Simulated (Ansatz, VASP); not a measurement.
# One calculation of SnO2, two programs

File INCAR:

```
PREC = Accurate
ENCUT = 520
EDIFF = 1E-6
ISMEAR = 0
SIGMA = 0.05
LREAL = F
LASPH = T
NELM = 80
ALGO = Normal
ISIF = 2
LWAVE = F
LCHARG = F
GGA = PS
NBANDS = 64
```

The input KPOINTS:

```
Automatic mesh
0
Gamma
  6 6 6
```

File POSCAR:

```
SnO2
1.0
    3.3180499046      1.9156770056      3.8031488006
   -3.3180499046      1.9156770056      3.8031488006
    0.0000000000     -3.8313540111      3.8031488006
Sn O
4 8
Direct
    0.8646807174      0.8646807174      0.8646807174
    0.3648245829      0.3648245829      0.8648190111
    0.3648245829      0.8648190111      0.3648245829
    0.8648190111      0.3648245829      0.3648245829
    0.1235003534      0.6233501671      0.6233501671
    0.6233501671      0.1235003534      0.6233501671
    0.6233501671      0.6233501671      0.1235003534
    0.6062113146      0.6062113146      0.6062113146
    0.1234715296      0.1234715296      0.1234715296
    0.1060883083      0.1060883083      0.6062369573
    0.1060883083      0.6062369573      0.1060883083
    0.6062369573      0.1060883083      0.1060883083
```

Input for Ansatz:

```yaml
crystal:
  lattice:
    - [3.3180499046, 1.9156770056, 3.8031488006]
    - [-3.3180499046, 1.9156770056, 3.8031488006]
    - [0.0, -3.8313540111, 3.8031488006]
  atoms:
    - { symbol: Sn, position: [0.8646807174, 0.8646807174, 0.8646807174] }
    - { symbol: Sn, position: [0.3648245829, 0.3648245829, 0.8648190111] }
    - { symbol: Sn, position: [0.3648245829, 0.8648190111, 0.3648245829] }
    - { symbol: Sn, position: [0.8648190111, 0.3648245829, 0.3648245829] }
    - { symbol: O, position: [0.1235003534, 0.6233501671, 0.6233501671] }
    - { symbol: O, position: [0.6233501671, 0.1235003534, 0.6233501671] }
    - { symbol: O, position: [0.6233501671, 0.6233501671, 0.1235003534] }
    - { symbol: O, position: [0.6062113146, 0.6062113146, 0.6062113146] }
    - { symbol: O, position: [0.1234715296, 0.1234715296, 0.1234715296] }
    - { symbol: O, position: [0.1060883083, 0.1060883083, 0.6062369573] }
    - { symbol: O, position: [0.1060883083, 0.6062369573, 0.1060883083] }
    - { symbol: O, position: [0.6062369573, 0.1060883083, 0.1060883083] }
basis:
  ecutwfc: 520.0
kpoints:
  mp_grid: { grid: [6, 6, 6] }
hamiltonian:
  xc: pbesol
  pseudopotentials: { kind: paw, azcp: { folder: soft_1 } }
scf:
  occupations: { method: gaussian, width: 0.05 }
output:
  forces: true
  stress: true
  eigenvalues: true
```

Alike in both runs: task single point; functional PBEsol; k mesh 6 × 6 × 6; occupations gaussian, width 0.05 eV; no spin polarisation.

|  | VASP | Ansatz |
| --- | --- | --- |
| version | VASP 6.6.1 | Ansatz 0.2.0 |
| potentials or method | VASP PAW PBE potentials, release 64 (Sn_d, O), cutoff 520 eV | scalar-relativistic, plane waves, PAW |
| valence electrons in the cell | 104 | 104 |

|  | VASP | Ansatz | Ansatz less VASP |
| --- | --- | --- | --- |
| gap on the k mesh at the Fermi level (eV) | 1.11 | 1.12 | +0.009 |
| least direct gap on the mesh (eV) | 1.11 | 1.12 | +0.009 |
| pressure (GPa) | 2.9 | 2.1 | -0.81 |
| traceless stress, the component that is largest in VASP (GPa) | 3.60 | 4.25 | +0.644 |
| rms of the force components (eV/Å) | 0.463 | 0.438 | -0.0252 |

VASP's potentials were made for PBE, not for PBEsol, and Ansatz warns of the same on its side. Atom by atom the forces differ by 0.025 eV/Å (rms over components). With one functional, cell and mesh, what is left measures potentials, basis and numerics.
